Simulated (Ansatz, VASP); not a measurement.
# One calculation of AgB2, two programs

```
CELL_PARAMETERS angstrom
2.96201 0.00000 0.00000
-1.48101 2.56518 0.00000
0.00000 0.00000 3.32206
ATOMIC_POSITIONS crystal
Ag 0.00000 0.00000 0.78086
B 0.33333 0.66667 0.60957
B 0.66667 0.33333 0.60957
```

Alike in both runs: task single point; functional PBE; k mesh 6 × 6 × 6; occupations gaussian, width 0.1 eV; no spin polarisation.

```csv
,VASP,Ansatz
version,VASP 6.6.1,Ansatz 0.2.0
potentials or method,"VASP PAW PBE potentials, release 64 (Ag, B), cutoff 520 eV","scalar-relativistic, plane waves, PAW"
valence electrons in the cell,17,25
```

Ansatz gave:

```
gap on the k mesh at the Fermi level (eV) : none
rms of the force components (eV/Å)        : 5.417
```

Which values does VASP return?

gap on the k mesh at the Fermi level (eV): none; rms of the force components (eV/Å): 5.424.

Atom by atom the forces differ by 0.007 eV/Å (rms over components). A gap of «none» marks a metal or a gap that the smearing closes. VASP's potentials hold 17 valence electrons a cell and Ansatz's 25, so a difference there can come from the potentials and not from the codes.

The k mesh is coarse, so the values compare programs but aren't converged.
